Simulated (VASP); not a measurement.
Crystal: Se.

```
CELL_PARAMETERS angstrom
0.00000 4.34897 0.00000
3.88284 -2.17449 0.00000
-0.11963 0.00000 -3.62905
ATOMIC_POSITIONS crystal
Se 0.32400 0.64800 0.32500
Se 0.67600 0.35200 0.67500
Se 0.00000 0.00000 0.00000
```

| Quantity | Value |
| --- | --- |
| Program | VASP 6.6.1 |
| Task | relaxation of cell and atoms |
| Functional | r2SCAN |
| Potentials or basis | VASP PAW PBE potentials, release 64 (Se) |
| Cutoff | 600 eV |
| k mesh | 5 × 5 × 5 |
| Occupations | fermi-dirac, width 0.1 eV |
| Spin | no spin polarisation |

At the start: pressure 1.9 GPa; volume 20.43 Å³/atom.

Q: How do energy, volume and symmetry change on relaxing?

A: Over 33 steps the energy falls by 194.3 meV/atom and the volume is 23.05 Å³/atom (+12.8 %); space group C2/m (No. 12, to 0.1 Å) before and after.

Step by step:
```tsv
step	energy change (eV)	largest force (eV/Å)	pressure (GPa)	volume (Å³)
1	0.0000	0.2472	1.91	61.28
2	-0.2211	0.1741	0.48	63.34
3	-0.3791	0.0504	-0.62	65.74
4	-0.4625	0.2154	-2.75	69.50
5	-0.4624	0.1797	-2.27	68.84
6	-0.4844	0.0904	3.33	64.42
7	-0.5010	0.1301	0.91	66.14
8	-0.5157	0.0651	0.16	66.91
9	-0.5185	0.1227	-0.43	67.49
10	-0.5221	0.1517	0.31	66.88
11	-0.5222	0.1553	0.40	66.80
12	-0.5275	0.1938	0.20	67.05
13	-0.5429	0.2622	-0.24	67.72
14	-0.5346	0.2957	-0.70	68.81
15	-0.5495	0.2959	-0.37	68.01
16	-0.5521	0.3047	-0.57	68.43
17	-0.5527	0.3080	-0.49	68.24
18	-0.5564	0.2925	-0.36	68.23
19	-0.5596	0.2545	-0.09	68.20
20	-0.5640	0.2247	0.04	68.16
21	-0.5733	0.1168	0.45	68.02
22	-0.5720	0.1709	1.35	67.73
23	-0.5762	0.0127	0.84	67.90
24	-0.5806	0.0039	0.25	68.54
25	-0.5814	0.0051	-0.14	68.99
26	-0.5819	0.0057	-0.03	68.93
27	-0.5821	0.0296	0.23	68.81
28	-0.5822	0.0195	0.12	68.86
29	-0.5827	0.0117	0.10	68.93
30	-0.5830	0.0089	0.04	69.08
31	-0.5830	0.0075	0.05	69.07
32	-0.5830	0.0051	-0.03	69.14
33	-0.5830	0.0051	-0.02	69.15
```

Final structure:
```
CELL_PARAMETERS angstrom
0.00000 3.84307 0.00000
3.49360 -1.92153 0.02117
-0.21695 0.00000 -5.15144
ATOMIC_POSITIONS crystal
Se 0.29903 0.59807 0.34649
Se 0.70097 0.40193 0.65351
Se 0.00000 0.00000 0.00000
```

Caveat: a cell axis changed by over 15 % at a fixed basis, so the end point is rough; the PAW data sets were made with another functional, which shifts forces and pressure a little.
